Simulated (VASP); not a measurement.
Write the native input for VASP 6.6.1 that does the following.

```yaml
Task: single point
Functional: PBE
Potentials_or_basis: VASP PAW PBE potentials, release 64 (K_sv)
Cutoff: 520 eV
k_mesh: 12 × 12 × 12
Occupations: gaussian, width 0.1 eV
Spin: no spin polarisation
Dipole_correction: no
Further_INCAR_settings: ALGO = Normal; EDIFF = 1e-06; NBANDS = 10
```

The structure of K lies in POSCAR:

```
K
1.0
   -2.6670747446      2.6670747446      2.6670747446
    2.6670747446     -2.6670747446      2.6670747446
    2.6670747446      2.6670747446     -2.6670747446
K
1
Direct
    0.0000000000      0.0000000000      0.0000000000
```

This cell differs from its parent crystal: volume scaled by 1.03.

The input as run:

INCAR

```
ALGO = Normal
EDIFF = 1E-6
ENCUT = 520
GGA = PE
ISIF = 2
ISMEAR = 0
LASPH = T
LCHARG = F
LREAL = F
LWAVE = F
NBANDS = 10
NELM = 100
PREC = Accurate
SIGMA = 0.1
```

KPOINTS

```
k-points
0
Gamma
  12 12 12
```

Potentials or basis: VASP PAW PBE potentials, release 64 (K_sv).

Launch:

```bash
$ cat potpaw_PBE.64/K_sv/POTCAR > POTCAR
$ mpirun -np 1 vasp_std > vasp.out
```

It gave:

```yaml
Pressure: -0.1 GPa
```

Wall time 33 s on 1 thread of AMD EPYC 9R45 96-Core Processor (Zen 5), with other jobs on the host, peak memory 0.19 GiB.
